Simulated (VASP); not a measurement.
Wanted: the native input for a VASP 6.6.1 run.

```yaml
Task: single point
Functional: PBE
Potentials_or_basis: VASP PAW PBE potentials, release 64 (Si, N)
Cutoff: 520 eV
k_mesh: 6 × 6 × 6
Occupations: fermi-dirac, width 0.02 eV
Spin: no spin polarisation
Dipole_correction: no
Further_INCAR_settings: ALGO = Normal; EDIFF = 1e-06; NBANDS = 45
```

The structure of Si3N4 lies in POSCAR:

```
Si3N4
1.0
   -3.3008435707      3.3008435707      3.3008435707
    3.3008435707     -3.3008435707      3.3008435707
    3.3008435707      3.3008435707     -3.3008435707
Si N
6 8
Direct
    0.2500000000      0.1250000000      0.8750000000
    0.8750000000      0.2500000000      0.1250000000
    0.7500000000      0.3750000000      0.6250000000
    0.6250000000      0.7500000000      0.3750000000
    0.1250000000      0.8750000000      0.2500000000
    0.3750000000      0.6250000000      0.7500000000
    0.5661512922      0.5661512922      0.5661512922
    0.4338487078      0.5000000000      0.0000000000
    0.5000000000      0.0000000000      0.9338487078
    0.0000000000      0.4338487078      0.5000000000
    0.9338487078      0.5000000000      0.0000000000
    0.0661512922      0.0661512922      0.0661512922
    0.0000000000      0.9338487078      0.5000000000
    0.5000000000      0.0000000000      0.4338487078
```

The input as run:

INCAR

```
PREC     = Accurate       # precision mode
ENCUT    = 520            # plane-wave cutoff, eV
EDIFF    = 1E-6           # SCF threshold, eV
ISMEAR   = -1             # smearing method
SIGMA    = 0.02           # smearing width, eV
LREAL    = False          # projectors in reciprocal space
LASPH    = True           # aspherical terms in the spheres
NELM     = 100            # most SCF steps
ALGO     = Normal         # electronic algorithm
ISIF     = 2              # what is computed and relaxed
LWAVE    = False          # write WAVECAR
LCHARG   = False          # write CHGCAR
GGA      = PE             # functional
NBANDS   = 45             # bands
```

KPOINTS

```
Automatic mesh
0
Gamma
  6 6 6
```

Potentials or basis: VASP PAW PBE potentials, release 64 (Si, N).

Run with:

```sh
$ cat potpaw_PBE.64/Si/POTCAR potpaw_PBE.64/N/POTCAR > POTCAR
$ mpirun -np 1 vasp_std > vasp.out
```

It gave:

```
Pressure               : -11.9 GPa
Band gap on the k mesh : 3.82 eV (least direct gap 4.03 eV)
```

Caveat: the cell stands under tension.

Run time: 81 s on 1 thread of Intel(R) Xeon(R) Platinum 8488C (Sapphire Rapids) (shared host), peak memory 0.34 GiB.
